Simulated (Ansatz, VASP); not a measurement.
SiC in VASP and in Ansatz

```
Si C
1.0
     0.00000    2.17400    2.26096
     2.17400    0.00000    2.26096
     2.17400    2.17400    0.00000
Si C
1 1
Direct
  0.00000 0.00000 0.00000
  0.75000 0.75000 0.75000
```

Change from the starting cell: strain +0.000 along x and y, +0.040 along z, atoms carried along.

Alike in both runs: task single point; functional PBEsol; k mesh 12 × 12 × 12; occupations gaussian, width 0.05 eV; no spin polarisation.

|  | VASP | Ansatz |
| --- | --- | --- |
| version | VASP 6.6.1 | Ansatz 0.2.0 |
| potentials or method | VASP PAW PBE potentials, release 64 (Si, C), cutoff 520 eV | scalar-relativistic, plane waves, PAW |
| valence electrons in the cell | 8 | 8 |

|  | VASP | Ansatz | Ansatz less VASP |
| --- | --- | --- | --- |
| gap on the k mesh at the Fermi level (eV) | 1.06 | 1.07 | +0.009 |
| least direct gap on the mesh (eV) | 4.37 | 4.38 | +0.008 |
| pressure (GPa) | -6.7 | -7.0 | -0.33 |
| traceless stress, the component that is largest in VASP (GPa) | -7.10 | -7.10 | -0.001 |

VASP's potentials were made for PBE, not for PBEsol.
